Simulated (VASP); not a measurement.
# SnO3 (I4/mmm) in VASP: notebook

The runs below take SnO3 through single point, with PBE.

All numbers are computed with VASP 6.6.1; they aren't measurements. Logs are shortened: lines on timing, memory, paths and dates and some standing lists are left out, and cuts for length are marked.

### 1 The cell of the first run

The structure is tetragonal, space group I4/mmm (No. 139). The conventional cell has a = 3.112 Å, b = 3.112 Å, c = 8.441 Å, α = 90.00°, β = 90.00°, γ = 90.00°. Within 2.9 Å of Sn (site symmetry 4/mmm) lie 12 O at 2.20 to 2.62 Å. Within 2.9 Å of O (site symmetry -4m2) lie 8 O at 2.20 to 2.62 Å and 4 Sn at 2.62 Å. Within 2.9 Å of O (site symmetry 4/mmm) lie 4 Sn at 2.20 Å and 8 O at 2.62 Å.

The cell was built from a structure type or drawn by symmetry, and may not be a known phase.

### 2 Single point, PBE

Contents of INCAR:

```
SYSTEM = SnO3
PREC = Accurate
ENCUT = 520
EDIFF = 1E-6
ISMEAR = 0
SIGMA = 0.1
LREAL = .FALSE.
LASPH = .TRUE.
NELM = 80
ALGO = Normal
ISIF = 2
LWAVE = .FALSE.
LCHARG = .FALSE.
GGA = PE
NBANDS = 24
```

Contents of KPOINTS:

```
regular mesh
0
G
  6 6 6
  0 0 0
```

Contents of POSCAR:

```
SnO3
1.0
   -1.5559405178      1.5559405178      4.2205768466
    1.5559405178     -1.5559405178      4.2205768466
    1.5559405178      1.5559405178     -4.2205768466
Sn O
1 3
Direct
    0.0000000000      0.0000000000      0.0000000000
    0.7500000000      0.2500000000      0.5000000000
    0.2500000000      0.7500000000      0.5000000000
    0.5000000000      0.5000000000      0.0000000000
```

Potentials or basis: VASP PAW PBE potentials, release 64 (Sn_d, O).

Run with:

```sh
cat potpaw_PBE.64/Sn_d/POTCAR potpaw_PBE.64/O/POTCAR > POTCAR
mpirun -np 1 vasp_std > vasp.out
```

OUTCAR:

```text
SYSTEM = SnO3
   PREC = Accurate
   ENCUT = 520
   EDIFF = 1E-6
   ISMEAR = 0
   LREAL = .FALSE.
   LASPH = .TRUE.
   NELM = 80
   ISIF = 2
   GGA = PE

 ion  position               nearest neighbor table
   1  0.000  0.000  0.000-   4 2.20   4 2.20   4 2.20   4 2.20   3 2.62   2 2.62   3 2.62   3 2.62
                             2 2.62   2 2.62   3 2.62   2 2.62
   2  0.750  0.250  0.500-   1 2.62   1 2.62   1 2.62   1 2.62
   3  0.250  0.750  0.500-   1 2.62   1 2.62   1 2.62   1 2.62
   4  0.500  0.500  0.000-   1 2.20   1 2.20   1 2.20   1 2.20

  LATTYP: Found a body centered tetragonal cell.
 ALAT       =     3.1118810356
 C/A-ratio  =     2.7125566809

  Lattice vectors:

 A1 = (  -1.5559405178,   1.5559405178,   4.2205768466)
 A2 = (   1.5559405178,  -1.5559405178,   4.2205768466)
 A3 = (   1.5559405178,   1.5559405178,  -4.2205768466)

Analysis of symmetry for initial positions (statically):
=====================================================================
 Subroutine PRICEL returns:
 Original cell was already a primitive cell.

 Routine SETGRP: Setting up the symmetry group for a
 body centered tetragonal supercell.

 Subroutine GETGRP returns: Found 16 space group operations
 (whereof 16 operations were pure point group operations)
 out of a pool of 16 trial point group operations.

The static configuration has the point symmetry D_4h.

Analysis of symmetry for dynamics (positions and initial velocities):
=====================================================================
 Subroutine PRICEL returns:
 Original cell was already a primitive cell.

 Routine SETGRP: Setting up the symmetry group for a
 body centered tetragonal supercell.

 Subroutine GETGRP returns: Found 16 space group operations
 (whereof 16 operations were pure point group operations)
 out of a pool of 16 trial point group operations.

The dynamic configuration has the point symmetry D_4h.

 Subroutine INISYM returns: Found 16 space group operations
 (whereof 16 operations are pure point group operations),
 and found     1 'primitive' translations

----------------------------------------------------------------------------------------

                                     Primitive cell

  volume of cell :      40.8712

  direct lattice vectors                    reciprocal lattice vectors
    -1.555940518  1.555940518  4.220576847     0.000000000  0.321349045  0.118467219
     1.555940518 -1.555940518  4.220576847     0.321349045  0.000000000  0.118467219
     1.555940518  1.555940518 -4.220576847     0.321349045  0.321349045  0.000000000

  length of vectors
     4.759744815  4.759744815  4.759744815     0.342490424  0.342490424  0.454456178

  position of ions in fractional coordinates (direct lattice)
     0.000000000  0.000000000  0.000000000
     0.750000000  0.250000000  0.500000000
     0.250000000  0.750000000  0.500000000
     0.500000000  0.500000000  0.000000000

  ion indices of the primitive-cell ions
   primitive index   ion index
                 1           1
                 2           2
                 3           3
                 4           4

----------------------------------------------------------------------------------------

 KPOINTS: regular mesh

Automatic generation of k-mesh.
 Grid dimensions read from file:
 generate k-points for:    6    6    6

 Generating k-lattice:

  Cartesian coordinates                     Fractional coordinates (reciprocal lattice)
     0.000000000  0.053558174  0.019744536     0.166666667 -0.000000000  0.000000000
     0.053558174  0.000000000  0.019744536    -0.000000000  0.166666667  0.000000000
     0.053558174  0.053558174  0.000000000     0.000000000  0.000000000  0.166666667

  Length of vectors
     0.057081737  0.057081737  0.075742696

  Shift w.r.t. Gamma in fractional coordinates (k-lattice)
     0.000000000  0.000000000  0.000000000

 Subroutine IBZKPT returns following result:
 ===========================================

 Found     30 irreducible k-points:

 Following reciprocal coordinates:
            Coordinates               Weight
  0.000000  0.000000  0.000000      1.000000
  0.166667 -0.000000  0.000000      8.000000
  0.333333 -0.000000  0.000000      8.000000
  0.500000 -0.000000  0.000000      4.000000
  0.166667  0.166667  0.000000      8.000000
  0.333333  0.166667  0.000000     16.000000
[... 16 lines left out ...]
 -0.333333 -0.333333  0.166667      8.000000
 -0.166667 -0.333333  0.166667      8.000000
 [... further k-points ...]
   k-points           NKPTS =     30   k-points in BZ     NKDIM =     30   number of bands    NBANDS=     24
   number of dos      NEDOS =    301   number of ions     NIONS =      4
   total plane-waves  NPLWV =  46656
   dimension x,y,z NGX =    36 NGY =   36 NGZ =   36
   dimension x,y,z NGXF=    72 NGYF=   72 NGZF=   72
   ions per type =               1   3
   NGX,Y,Z   is equivalent  to a cutoff of  12.57, 12.57, 12.57 a.u.
   NGXF,Y,Z  is equivalent  to a cutoff of  25.15, 25.15, 25.15 a.u.
 SYSTEM =  SnO3
   PREC   = accura    normal or accurate (medium, high low for compatibility)
   ISTART =      0    job   : 0-new  1-cont  2-samecut
   ICHARG =      2    charge: 1-file 2-atom 10-const
   ISPIN  =      1    spin polarized calculation?
   LNONCOLLINEAR =      F non collinear calculations
   LSORBIT =      F    spin-orbit coupling
   LASPH  =      T    aspherical Exc in radial PAW
   ENCUT  =  520.0 eV  38.22 Ry    6.18 a.u.   8.85  8.85  8.85*2*pi/ulx,y,z
   NELM   =     80;   NELMIN=  2; NELMDL= -5     # of ELM steps
   EDIFF  = 0.1E-05   stopping-criterion for ELM
   LREAL  =      F    real-space projection
   EDIFFG = 0.1E-04   stopping-criterion for IOM
   NSW    =      0    number of steps for IOM
   IBRION =     -1    ionic relax: 0-MD 1-quasi-New 2-CG
   NFREE  =      0    steps in history (QN), initial steepest desc. (CG)
   ISIF   =      2    stress and relaxation
   ISYM   =      2    0-nonsym 1-usesym 2-fastsym
   POTIM  = 0.5000    time-step for ionic-motion
   TEBEG  =    0.0;   TEEND  =   0.0 temperature during run
   PSTRESS=    0.0 pullay stress
   NELECT =      32.0000    total number of electrons
   NUPDOWN=      -1.0000    fix difference up-down
   EMIN   =  10.00;   EMAX   =-10.00  energy-range for DOS
   EFERMI =   0.00;   METHOD = LEGACY
   ISMEAR =     0;   SIGMA  =   0.10  broadening in eV -4-tet -1-fermi 0-gaus
   EFERMI_NEDOS =   21; number of points for ismear=-14 and -15
   IALGO  =     38    algorithm
   IMIX   =      4    mixing-type and parameters
     AMIX     =   0.40;   BMIX     =  1.00
     AMIX_MAG =   1.60;   BMIX_MAG =  1.00
  volume/ion in A,a.u.               =      10.22        68.95
  Fermi-wavevector in a.u.,A,eV,Ry     =   1.508871  2.851354 30.976288  2.276693
  Thomas-Fermi vector in A             =   2.619268
   LORBIT       =      0    0 simple, 1 ext, 2 COOP (PROOUT), +10 PAW based schemes
   GGA     = PE    functional components
   LHFCALC =     F    Hartree Fock is set to
   AEXX    =    0.0000 exact exchange contribution
   IVDW    =     0    specifies the selected vdW correction
   LEPSILON=     F    determine dielectric tensor
   LRPA    =     F    only Hartree local field effects (RPA)
 non-spin polarized calculation
 Gauss-broadening in eV      SIGMA  =   0.10
  energy-cutoff  :      520.00
  volume of cell :       40.87
 maximum number of plane-waves:      1118
   NGX = 17   NGY = 17   NGZ = 17

 number of electron      32.0000001 magnetization

 Free energy of the ion-electron system (eV)
  ---------------------------------------------------
  ext. energy  EPLUGINS =         0.00000000
  ---------------------------------------------------
  free energy    TOTEN  =       -18.11756924 eV

  energy without entropy =      -18.10557981  energy(sigma->0) =      -18.11157453

 E-fermi :   7.1881     XC(G=0): -12.1391

 val. band max:        7.1795759680   @ k =  -0.3333   0.3333   0.1667
 cond. band min:       7.3921195815   @ k =  -0.3333   0.3333   0.0000
 fundamental gap:      0.2125436135
 Fermi energy:         7.1880921776

 k-point     1 :       0.0000    0.0000    0.0000
  band No.  band energies     occupation
      1     -14.8635      2.00000
      2     -14.6311      2.00000
      3     -14.3017      2.00000
      4     -14.3017      2.00000
      5     -14.2911      2.00000
      6     -12.8966      2.00000
[... 16 lines left out ...]
     23      21.7479      0.00000
     24      22.7094      0.00000

 k-point     2 :       0.1667   -0.0000    0.0000
  band No.  band energies     occupation
      1     -14.7630      2.00000
      2     -14.5751      2.00000
      3     -14.3380      2.00000
      4     -14.3375      2.00000
      5     -14.2986      2.00000
      6     -12.6486      2.00000
[... 16 lines left out ...]
     23      22.4238      0.00000
     24      23.0189      0.00000

 k-point     3 :       0.3333   -0.0000    0.0000
  band No.  band energies     occupation
      1     -14.6204      2.00000
      2     -14.4301      2.00000
      3     -14.4223      2.00000
      4     -14.3899      2.00000
      5     -14.2923      2.00000
      6     -11.9883      2.00000
[... 16 lines left out ...]
     23      23.3403      0.00000
     24      23.8588      0.00000
[... 514 lines left out ...]
 k-point    23 :      -0.3333   -0.3333    0.1667
  band No.  band energies     occupation
      1     -14.7001      2.00000
      2     -14.5350      2.00000
      3     -14.4015      2.00000
      4     -14.3463      2.00000
      5     -14.3248      2.00000
      6     -11.9163      2.00000
[... 16 lines left out ...]
     23      22.6662      0.00000
     24      23.5689      0.00000

 k-point    24 :      -0.1667   -0.3333    0.1667
  band No.  band energies     occupation
      1     -14.7637      2.00000
      2     -14.5788      2.00000
      3     -14.3394      2.00000
      4     -14.3380      2.00000
      5     -14.2967      2.00000
      6     -12.3738      2.00000
[... 16 lines left out ...]
     23      22.4092      0.00000
     24      23.2905      0.00000

 [... further k-points ...]

------------------------ aborting loop because EDIFF is reached ----------------------------------------

  FORCE on cell =-STRESS in cart. coord.  units (eV):
  Direction    XX          YY          ZZ          XY          YZ          ZX
  --------------------------------------------------------------------------------------
  -------------------------------------------------------------------------------------
  Total        0.0642100      0.0642100     -0.0017912      0.0000000      0.0000000      0.0000000
  in kB        2.5170723      2.5170723     -0.0702143      0.0000000      0.0000000      0.0000000
  external PRESSURE =       1.6546434 kB  Pullay stress =       0.0000000 kB

 VOLUME and BASIS-vectors are now :
 -----------------------------------------------------------------------------
  energy-cutoff  :      520.00
  volume of cell :       40.87
      direct lattice vectors                 reciprocal lattice vectors
    -1.555940518  1.555940518  4.220576847     0.000000000  0.321349045  0.118467219
     1.555940518 -1.555940518  4.220576847     0.321349045  0.000000000  0.118467219
     1.555940518  1.555940518 -4.220576847     0.321349045  0.321349045  0.000000000

 POSITION                                       TOTAL-FORCE (eV/Angst)
 -----------------------------------------------------------------------------------
      0.00000      0.00000      0.00000        -0.000000      0.000000      0.000000
     -0.00000      1.55594      2.11029         0.000000     -0.000000      0.000000
      1.55594     -0.00000      2.11029        -0.000000     -0.000000     -0.000000
      0.00000      0.00000      4.22058        -0.000000      0.000000      0.000000
 -----------------------------------------------------------------------------------
    total drift:                               -0.000000      0.000000      0.000000

  FREE ENERGIE OF THE ION-ELECTRON SYSTEM (eV)
  ---------------------------------------------------
  free  energy   TOTEN  =       -18.1175692427 eV

  energy  without entropy=      -18.1055798100  energy(sigma->0) =      -18.11157453
```

Wall time 25 s (1 thread of AMD EPYC 9R45 (Zen 5), shared host); peak memory 0.18 GiB.

What came out:

| Quantity | Value |
| --- | --- |
| Free energy | -18.1176 eV |
| Pressure | 0.2 GPa |
| Band gap on the k mesh | zero (bands 16 and 17 overlap by 1.04 eV) |

Stress tensor (GPa, compression positive):
```
 0.25  0.00  0.00
 0.00  0.25  0.00
 0.00  0.00 -0.01
```

Levels at points of the mesh, in eV from the Fermi level:
| k point | band 12 | band 13 | band 14 | band 15 | band 16 | band 17 | band 18 | band 19 | band 20 | band 21 |
| --- | --- | --- | --- | --- | --- | --- | --- | --- | --- | --- |
| (0.00, 0.00, 0.00) | -3.63 | -3.63 | -3.16 | -1.11 | -0.45 | 0.92 | 0.92 | 7.55 | 11.16 | 11.24 |
| (0.50, 0.00, 0.00) | -3.06 | -2.05 | -1.83 | -1.73 | -1.44 | -0.40 | 3.43 | 3.88 | 6.62 | 8.62 |
| (0.50, 0.50, 0.00) | -6.08 | -2.34 | -1.86 | -1.45 | -1.29 | 1.60 | 1.61 | 6.49 | 8.27 | 9.32 |
| (0.50, 0.50, 0.50) | -2.98 | -2.98 | -2.88 | -1.02 | 0.53 | 0.95 | 0.95 | 5.86 | 9.98 | 12.15 |

Caveat: spin-orbit coupling is left out, which moves the levels of the heavy elements.

### 3 Single point, PBE

This run uses another cell than the first one, of 15.17 Å³/atom.

Contents of INCAR:

```
PREC = Accurate
ENCUT = 520
EDIFF = 1E-7
ISMEAR = 0
SIGMA = 0.1
LREAL = F
LASPH = T
NELM = 100
ALGO = Normal
ISIF = 2
LWAVE = F
LCHARG = T
GGA = PE
LELF = T
LVHAR = T
NBANDS = 24
```

Contents of KPOINTS:

```
regular mesh
0
Gamma
  6 6 6
```

Contents of POSCAR:

```
SnO3
1.0
   -1.8807422200      1.8807422200      4.2882045200
    1.8807422200     -1.8807422200      4.2882045200
    1.8807422200      1.8807422200     -4.2882045200
Sn O
1 3
Direct
    0.0000000000      0.0000000000      0.0000000000
    0.7500000000      0.2500000000      0.5000000000
    0.2500000000      0.7500000000      0.5000000000
    0.5000000000      0.5000000000      0.0000000000
```

Potentials or basis: VASP PAW PBE potentials, release 64 (Sn_d, O).

Run with:

```sh
cat potpaw_PBE.64/Sn_d/POTCAR potpaw_PBE.64/O/POTCAR > POTCAR
mpirun -np 1 vasp_std > vasp.out
```

Run time: 39 s. Hardware: 1 thread of AMD EPYC 9R45 (Zen 5), shared host; peak memory 0.22 GiB.

Results (log left out):

| Property | Result |
| --- | --- |
| Free energy | -15.6890 eV |
| Pressure | -22.5 GPa |
| Band gap on the k mesh | zero (bands 16 and 17 overlap by 0.32 eV) |

Stress tensor (GPa, compression positive):
```
-24.90   0.00   0.00
  0.00 -24.90   0.00
  0.00   0.00 -17.69
```

Levels at points of the mesh, in eV from the Fermi level:
```csv
k point,band 14,band 15,band 16,band 17,band 18,band 19
"(0.00, 0.00, 0.00)",-1.89,-0.87,0.05,0.16,0.16,5.90
"(0.50, 0.00, 0.00)",-1.08,-0.68,-0.61,0.08,0.96,3.59
"(0.50, 0.50, 0.00)",-1.21,-0.51,-0.17,0.49,0.49,5.56
"(0.50, 0.50, 0.50)",-1.00,-0.68,0.21,0.21,0.43,4.46
```

Caveat: the cell stands under tension; semilocal functionals underestimate gaps, so a narrow gap can read as zero; spin-orbit coupling is left out, which moves the levels of the heavy elements.
